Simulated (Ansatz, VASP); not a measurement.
**One calculation of Hf2N, two programs**

File POSCAR:

```
Hf2N
1.0
    5.3131240200      0.0000000000      0.0000000000
    0.0000000000      5.3131240200      0.0000000000
    0.0000000000      0.0000000000      3.2420983900
Hf N
4 2
Direct
    0.2955363700      0.2955363700      0.0000000000
    0.7044636300      0.7044636300      0.0000000000
    0.7955363700      0.2044636300      0.5000000000
    0.2044636300      0.7955363700      0.5000000000
    0.0000000000      0.0000000000      0.0000000000
    0.5000000000      0.5000000000      0.5000000000
```

Contents of INCAR.step1:

```
ALGO = Normal
EDIFF = 1E-4
ENCUT = 520
GGA = PE
ISMEAR = -1
LASPH = T
LCHARG = F
LREAL = F
LWAVE = T
NBANDS = 34
NELM = 60
PREC = Accurate
SIGMA = 0.1
```

Contents of INCAR.step2:

```
ALGO = Normal
EDIFF = 1E-6
ENCUT = 520
ISIF = 2
ISMEAR = -1
ISTART = 1
LASPH = T
LCHARG = F
LMIXTAU = T
LREAL = F
LWAVE = F
METAGGA = R2SCAN
NBANDS = 34
NELM = 60
PREC = Accurate
SIGMA = 0.1
```

Contents of KPOINTS:

```
k-points
0
Gamma
  8 8 12
```

Input for Ansatz:

```yaml
crystal:
  lattice:
    - [5.31312402, 0.0, 0.0]
    - [0.0, 5.31312402, 0.0]
    - [0.0, 0.0, 3.24209839]
  atoms:
    - { symbol: Hf, position: [0.29553637, 0.29553637, 0.0] }
    - { symbol: Hf, position: [0.70446363, 0.70446363, 0.0] }
    - { symbol: Hf, position: [0.79553637, 0.20446363, 0.5] }
    - { symbol: Hf, position: [0.20446363, 0.79553637, 0.5] }
    - { symbol: "N", position: [0.0, 0.0, 0.0] }
    - { symbol: "N", position: [0.5, 0.5, 0.5] }
basis:
  ecutwfc: 500
kpoints:
  mp_grid: { grid: [8, 8, 12] }
hamiltonian:
  xc: r2scan
scf:
  occupations: { method: fermi_dirac, width: 0.1 }
output:
  forces: true
  stress: true
  eigenvalues: true
```

Alike in both runs: task single point; functional r2SCAN; k mesh 8 × 8 × 12; occupations fermi-dirac, width 0.1 eV; no spin polarisation.

```csv
,VASP,Ansatz
version,VASP 6.6.1,Ansatz 0.2.0
potentials or method,"VASP PAW PBE potentials, release 64 (Hf_pv, N), cutoff 520 eV","scalar-relativistic, plane waves, PAW"
valence electrons in the cell,50,114
```

|  | VASP | Ansatz | Ansatz less VASP |
| --- | --- | --- | --- |
| gap on the k mesh at the Fermi level (eV) | none | none | - |
| pressure (GPa) | 0.0 | 1.5 | +1.49 |
| traceless stress, the component that is largest in VASP (GPa) | -0.08 | 0.04 | +0.116 |
| rms of the force components (eV/Å) | 0.001 | 0.009 | +0.0076 |

VASP's potentials were made for PBE, not for r2SCAN. Atom by atom the forces differ by 0.008 eV/Å (rms over components). A gap of «none» marks a metal or a gap that the smearing closes. VASP's potentials hold 50 valence electrons a cell and Ansatz's 114, so a difference there can come from the potentials and not from the codes.

Neither program's run includes spin-orbit coupling.
